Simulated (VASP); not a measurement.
# TiAl3 (Immm) in VASP: single point with PBE

Aim: the single point of TiAl3 with PBE.

Everything below comes from runs of VASP 6.6.1. Logs are shortened: lines on timing, memory, paths and dates and some standing lists are left out, and cuts for length are marked.

## 1. The cell of the first run

Symmetry: Immm, No. 71, orthorhombic system. The conventional cell has a = 3.704 Å, b = 3.845 Å, c = 8.622 Å, α = 90.00°, β = 90.00°, γ = 90.00°. Ti (site symmetry mmm) has 12 Al at 2.67 to 2.89 Å within 3.5 Å. Al (site symmetry mmm) has 4 Ti at 2.67 Å and 8 Al at 2.84 to 2.89 Å within 3.5 Å. Within 3.5 Å of Al (site symmetry mm2) lie 8 Al at 2.67 to 2.89 Å and 4 Ti at 2.84 to 2.89 Å.

## 2. Single point, PBE (normal strain along x -0.0367, normal strain along y +0.0000)

INCAR reads:

```
  ALGO = Fast
  EDIFF = 1E-6
  ENCUT = 520
  GGA = PE
  ISIF = 2
  ISMEAR = 0
  LASPH = T
  LCHARG = T
  LELF = T
  LREAL = F
  LVHAR = T
  LWAVE = F
  NBANDS = 18
  NELM = 60
  PREC = Accurate
  SIGMA = 0.15
```

KPOINTS reads:

```
k-points
0
Gamma
  14 14 14
```

POSCAR reads:

```
TiAl3
1.0
   -1.8520203317      1.9225789803      4.3111351100
    1.8520203317     -1.9225789803      4.3111351100
    1.8520203317      1.9225789803     -4.3111351100
Ti Al
1 3
Direct
    0.0000000000      0.0000000000      0.0000000000
    0.5000000000      0.5000000000      0.0000000000
    0.7500000000      0.2500000000      0.5000000000
    0.2500000000      0.7500000000      0.5000000000
```

Potentials or basis: VASP PAW PBE potentials, release 64 (Ti_sv, Al).

On the command line:

```console
> cat potpaw_PBE.64/Ti_sv/POTCAR potpaw_PBE.64/Al/POTCAR > POTCAR
> mpirun -np 1 vasp_std > vasp.out
```

OUTCAR:

```text
EDIFF = 1E-6
   ENCUT = 520
   GGA = PE
   ISIF = 2
   ISMEAR = 0
   LASPH = T
   LREAL = F
   NELM = 60
   PREC = Accurate

 ion  position               nearest neighbor table
   1  0.000  0.000  0.000-   2 2.67   2 2.67   2 2.67   2 2.67   4 2.84   3 2.84   3 2.84   4 2.84
                             3 2.89   3 2.89   4 2.89   4 2.89
   2  0.500  0.500  0.000-   1 2.67   1 2.67   1 2.67   1 2.67   3 2.84   4 2.84   4 2.84   3 2.84
                             3 2.89   4 2.89   3 2.89   4 2.89
   3  0.750  0.250  0.500-   4 2.67   4 2.67   4 2.67   4 2.67   1 2.84   2 2.84   2 2.84   1 2.84
                             1 2.89   2 2.89   1 2.89   2 2.89
   4  0.250  0.750  0.500-   3 2.67   3 2.67   3 2.67   3 2.67   2 2.84   1 2.84   1 2.84   2 2.84
                             1 2.89   1 2.89   2 2.89   2 2.89

  LATTYP: Found a body centered orthorhombic cell.
 ALAT       =     3.7040406634
 B/A-ratio  =     1.0380982041
 C/A-ratio  =     2.3278011781

  Lattice vectors:

 A1 = (  -1.8520203317,   1.9225789803,   4.3111351100)
 A2 = (   1.8520203317,  -1.9225789803,   4.3111351100)
 A3 = (   1.8520203317,   1.9225789803,  -4.3111351100)

Analysis of symmetry for initial positions (statically):
=====================================================================
 Subroutine PRICEL returns:
 Original cell was already a primitive cell.

 Routine SETGRP: Setting up the symmetry group for a
 body centered orthorhombic supercell.

 Subroutine GETGRP returns: Found  8 space group operations
 (whereof  8 operations were pure point group operations)
 out of a pool of  8 trial point group operations.

The static configuration has the point symmetry D_2h.

Analysis of symmetry for dynamics (positions and initial velocities):
=====================================================================
 Subroutine PRICEL returns:
 Original cell was already a primitive cell.

 Routine SETGRP: Setting up the symmetry group for a
 body centered orthorhombic supercell.

 Subroutine GETGRP returns: Found  8 space group operations
 (whereof  8 operations were pure point group operations)
 out of a pool of  8 trial point group operations.

The dynamic configuration has the point symmetry D_2h.

 Subroutine INISYM returns: Found  8 space group operations
 (whereof  8 operations are pure point group operations),
 and found     1 'primitive' translations

----------------------------------------------------------------------------------------

                                     Primitive cell

  volume of cell :      61.4019

  direct lattice vectors                    reciprocal lattice vectors
    -1.852020332  1.922578980  4.311135110     0.000000000  0.260067339  0.115978736
     1.852020332 -1.922578980  4.311135110     0.269975438  0.000000000  0.115978736
     1.852020332  1.922578980 -4.311135110     0.269975438  0.260067339  0.000000000

  length of vectors
     5.070717423  5.070717423  5.070717423     0.284756191  0.293832953  0.374862319

  position of ions in fractional coordinates (direct lattice)
     0.000000000  0.000000000  0.000000000
     0.500000000  0.500000000  0.000000000
     0.750000000  0.250000000  0.500000000
     0.250000000  0.750000000  0.500000000

  ion indices of the primitive-cell ions
   primitive index   ion index
                 1           1
                 2           2
                 3           3
                 4           4

----------------------------------------------------------------------------------------

 KPOINTS: k-points

Automatic generation of k-mesh.
 Grid dimensions read from file:
 generate k-points for:   14   14   14

 Generating k-lattice:

  Cartesian coordinates                     Fractional coordinates (reciprocal lattice)
     0.000000000  0.018576239  0.008284195     0.071428571 -0.000000000  0.000000000
     0.019283960  0.000000000  0.008284195    -0.000000000  0.071428571  0.000000000
     0.019283960  0.018576239  0.000000000     0.000000000  0.000000000  0.071428571

  Length of vectors
     0.020339728  0.020988068  0.026775880

  Shift w.r.t. Gamma in fractional coordinates (k-lattice)
     0.000000000  0.000000000  0.000000000

 Subroutine IBZKPT returns following result:
 ===========================================

 Found    428 irreducible k-points:

 Following reciprocal coordinates:
            Coordinates               Weight
  0.000000  0.000000  0.000000      1.000000
  0.071429  0.000000  0.000000      4.000000
  0.142857  0.000000 -0.000000      4.000000
  0.214286  0.000000  0.000000      4.000000
  0.285714  0.000000  0.000000      4.000000
  0.357143 -0.000000  0.000000      4.000000
[... 16 lines left out ...]
  0.000000  0.142857  0.000000      4.000000
  0.071429  0.142857  0.000000      8.000000
 [... further k-points ...]
   k-points           NKPTS =    428   k-points in BZ     NKDIM =    428   number of bands    NBANDS=     18
   number of dos      NEDOS =    301   number of ions     NIONS =      4
   total plane-waves  NPLWV =  64000
   dimension x,y,z NGX =    40 NGY =   40 NGZ =   40
   dimension x,y,z NGXF=    80 NGYF=   80 NGZF=   80
   ions per type =               1   3
   NGX,Y,Z   is equivalent  to a cutoff of  13.11, 13.11, 13.11 a.u.
   NGXF,Y,Z  is equivalent  to a cutoff of  26.23, 26.23, 26.23 a.u.
 SYSTEM =  unknown system
   PREC   = accura    normal or accurate (medium, high low for compatibility)
   ISTART =      0    job   : 0-new  1-cont  2-samecut
   ICHARG =      2    charge: 1-file 2-atom 10-const
   ISPIN  =      1    spin polarized calculation?
   LNONCOLLINEAR =      F non collinear calculations
   LSORBIT =      F    spin-orbit coupling
   LASPH  =      T    aspherical Exc in radial PAW
   ENCUT  =  520.0 eV  38.22 Ry    6.18 a.u.   9.43  9.43  9.43*2*pi/ulx,y,z
   NELM   =     60;   NELMIN=  2; NELMDL= -5     # of ELM steps
   EDIFF  = 0.1E-05   stopping-criterion for ELM
   LREAL  =      F    real-space projection
[... 7 lines left out ...]
   TEBEG  =    0.0;   TEEND  =   0.0 temperature during run
   PSTRESS=    0.0 pullay stress
   NELECT =      21.0000    total number of electrons
   NUPDOWN=      -1.0000    fix difference up-down
   EMIN   =  10.00;   EMAX   =-10.00  energy-range for DOS
   EFERMI =   0.00;   METHOD = LEGACY
   ISMEAR =     0;   SIGMA  =   0.15  broadening in eV -4-tet -1-fermi 0-gaus
   EFERMI_NEDOS =   21; number of points for ismear=-14 and -15
   IALGO  =     68    algorithm
   IMIX   =      4    mixing-type and parameters
     AMIX     =   0.40;   BMIX     =  1.00
     AMIX_MAG =   1.60;   BMIX_MAG =  1.00
  volume/ion in A,a.u.               =      15.35       103.59
  Fermi-wavevector in a.u.,A,eV,Ry     =   1.144864  2.163480 17.833355  1.310715
  Thomas-Fermi vector in A             =   2.281555
   LORBIT       =      0    0 simple, 1 ext, 2 COOP (PROOUT), +10 PAW based schemes
   GGA     = PE    functional components
   LHFCALC =     F    Hartree Fock is set to
   AEXX    =    0.0000 exact exchange contribution
   IVDW    =     0    specifies the selected vdW correction
   LEPSILON=     F    determine dielectric tensor
   LRPA    =     F    only Hartree local field effects (RPA)
 non-spin polarized calculation
 RMM-DIIS sequential band-by-band and
 Gauss-broadening in eV      SIGMA  =   0.15
  energy-cutoff  :      520.00
  volume of cell :       61.40
 maximum number of plane-waves:      1676
 NGX is ok and might be reduce to    40
   NGX = 19   NGY = 19   NGZ = 19

 number of electron      21.0000001 magnetization

 Free energy of the ion-electron system (eV)
  ---------------------------------------------------
  ext. energy  EPLUGINS =         0.00000000
  ---------------------------------------------------
  free energy    TOTEN  =       -20.61588821 eV

  energy without entropy =      -20.59765489  energy(sigma->0) =      -20.60677155

 E-fermi :   8.5613     XC(G=0): -10.8678

 val. band max:        8.5528150587   @ k =  -0.0000   0.3571   0.0000
 cond. band min:       8.5630263577   @ k =   0.4286  -0.4286   0.2143
 fundamental gap:      0.0102112990
 Fermi energy:         8.5613025541

 k-point     1 :       0.0000    0.0000    0.0000
  band No.  band energies     occupation
      1     -47.8316      2.00000
      2     -24.1670      2.00000
      3     -24.1332      2.00000
      4     -24.0816      2.00000
      5      -1.6780      2.00000
      6       5.5084      2.00000
[... 10 lines left out ...]
     17      12.3461      0.00000
     18      12.5379      0.00000

 k-point     2 :       0.0714    0.0000    0.0000
  band No.  band energies     occupation
      1     -47.8315      2.00000
      2     -24.1683      2.00000
      3     -24.1331      2.00000
      4     -24.0815      2.00000
      5      -1.6149      2.00000
      6       5.1965      2.00000
[... 10 lines left out ...]
     17      12.5644      0.00000
     18      12.6641      0.00000

 k-point     3 :       0.1429    0.0000   -0.0000
  band No.  band energies     occupation
      1     -47.8313      2.00000
      2     -24.1721      2.00000
      3     -24.1329      2.00000
      4     -24.0813      2.00000
      5      -1.4263      2.00000
      6       4.8073      2.00000
[... 10 lines left out ...]
     17      12.6896      0.00000
     18      13.4315      0.00000

 k-point     4 :       0.2143    0.0000    0.0000
  band No.  band energies     occupation
      1     -47.8311      2.00000
      2     -24.1776      2.00000
      3     -24.1326      2.00000
      4     -24.0811      2.00000
      5      -1.1153      2.00000
      6       4.3545      2.00000
[... 10 lines left out ...]
     17      13.0354      0.00000
     18      14.3661      0.00000

 k-point     5 :       0.2857    0.0000    0.0000
  band No.  band energies     occupation
      1     -47.8308      2.00000
      2     -24.1837      2.00000
      3     -24.1322      2.00000
      4     -24.0809      2.00000
      5      -0.6870      2.00000
      6       3.7055      2.00000
[... 10 lines left out ...]
     17      13.5765      0.00000
     18      14.4243      0.00000

 k-point     6 :       0.3571   -0.0000    0.0000
  band No.  band energies     occupation
      1     -47.8305      2.00000
      2     -24.1892      2.00000
      3     -24.1319      2.00000
      4     -24.0806      2.00000
      5      -0.1491      2.00000
      6       2.8975      2.00000
[... 10 lines left out ...]
     17      13.5937      0.00000
     18      14.6182      0.00000

 k-point     7 :       0.4286    0.0000    0.0000
  band No.  band energies     occupation
      1     -47.8304      2.00000
      2     -24.1930      2.00000
      3     -24.1317      2.00000
      4     -24.0805      2.00000
      5       0.4837      2.00000
      6       2.0660      2.00000
[... 10 lines left out ...]
     17      13.3399      0.00000
     18      14.7795      0.00000

 k-point     8 :       0.5000    0.0000    0.0000
  band No.  band energies     occupation
      1     -47.8303      2.00000
      2     -24.1943      2.00000
      3     -24.1316      2.00000
      4     -24.0804      2.00000
      5       1.0529      2.00000
      6       1.4259      2.00000
[... 10 lines left out ...]
     17      13.2542      0.00000
     18      14.5104      0.00000
[... 229 lines left out ...]
     17      13.0960      0.00000
     18      14.0426      0.00000

 k-point    20 :      -0.2143    0.0714   -0.0000
  band No.  band energies     occupation
      1     -47.8310      2.00000
      2     -24.1774      2.00000
      3     -24.1345      2.00000
      4     -24.0808      2.00000
      5      -1.1099      2.00000
      6       4.6636      2.00000
[... 10 lines left out ...]
     17      13.2462      0.00000
     18      14.1749      0.00000

 k-point    21 :      -0.1429    0.0714    0.0000
  band No.  band energies     occupation
      1     -47.8312      2.00000
      2     -24.1719      2.00000
      3     -24.1348      2.00000
      4     -24.0811      2.00000
      5      -1.4005      2.00000
      6       5.2182      2.00000
[... 10 lines left out ...]
     17      13.0033      0.00000
     18      13.5182      0.00000

 k-point    22 :      -0.0714    0.0714   -0.0000
  band No.  band energies     occupation
      1     -47.8314      2.00000
      2     -24.1682      2.00000
      3     -24.1350      2.00000
      4     -24.0813      2.00000
      5      -1.5683      2.00000
      6       5.6022      2.00000
[... 10 lines left out ...]
     17      12.5718      0.00000
     18      13.0660      0.00000

 k-point    23 :       0.0000    0.1429    0.0000
  band No.  band energies     occupation
      1     -47.8312      2.00000
      2     -24.1664      2.00000
      3     -24.1406      2.00000
      4     -24.0811      2.00000
      5      -1.4099      2.00000
      6       4.8658      2.00000
[... 10 lines left out ...]
     17      12.4431      0.00000
     18      14.0288      0.00000

 k-point    24 :       0.0714    0.1429    0.0000
  band No.  band energies     occupation
      1     -47.8311      2.00000
      2     -24.1678      2.00000
      3     -24.1405      2.00000
      4     -24.0811      2.00000
      5      -1.3069      2.00000
      6       4.4948      2.00000
[... 10 lines left out ...]
     17      12.8818      0.00000
     18      14.0275      0.00000

 [... further k-points ...]
[... 5 lines left out ...]
  --------------------------------------------------------------------------------------
  -------------------------------------------------------------------------------------
  Total        2.9023894      1.3949805      0.7045638     -0.0000000      0.0000000      0.0000000
  in kB       75.7329190     36.3996467     18.3843939     -0.0000000      0.0000000      0.0000000
  external PRESSURE =      43.5056532 kB  Pullay stress =       0.0000000 kB

 VOLUME and BASIS-vectors are now :
 -----------------------------------------------------------------------------
  energy-cutoff  :      520.00
  volume of cell :       61.40
      direct lattice vectors                 reciprocal lattice vectors
    -1.852020332  1.922578980  4.311135110     0.000000000  0.260067339  0.115978736
     1.852020332 -1.922578980  4.311135110     0.269975438  0.000000000  0.115978736
     1.852020332  1.922578980 -4.311135110     0.269975438  0.260067339  0.000000000

 POSITION                                       TOTAL-FORCE (eV/Angst)
 -----------------------------------------------------------------------------------
      0.00000      0.00000      0.00000        -0.000000      0.000000      0.000000
      0.00000      0.00000      4.31114        -0.000000      0.000000     -0.000000
      0.00000      1.92258      2.15557         0.000000     -0.000000      0.018239
      1.85202      0.00000      2.15557         0.000000      0.000000     -0.018239
 -----------------------------------------------------------------------------------
    total drift:                               -0.000000     -0.000000     -0.000000

  FREE ENERGIE OF THE ION-ELECTRON SYSTEM (eV)
  ---------------------------------------------------
  free  energy   TOTEN  =       -20.6158882131 eV

  energy  without entropy=      -20.5976548888  energy(sigma->0) =      -20.60677155
```

Run time: 12 min. Hardware: 1 thread of Intel Xeon 6975P-C (Granite Rapids), shared host; peak memory 0.59 GiB.

Results:

* Free energy: -20.6159 eV
* Pressure: 4.4 GPa
* Largest force: 0.018 eV/Å

Forces on the atoms (eV/Å):
```
Ti   0.000  0.000  0.000
Al   0.000  0.000  0.000
Al   0.000  0.000  0.018
Al   0.000  0.000 -0.018
```

Caveat: the cell differs from its parent crystal (normal strain along x -0.0367, normal strain along y +0.0000).
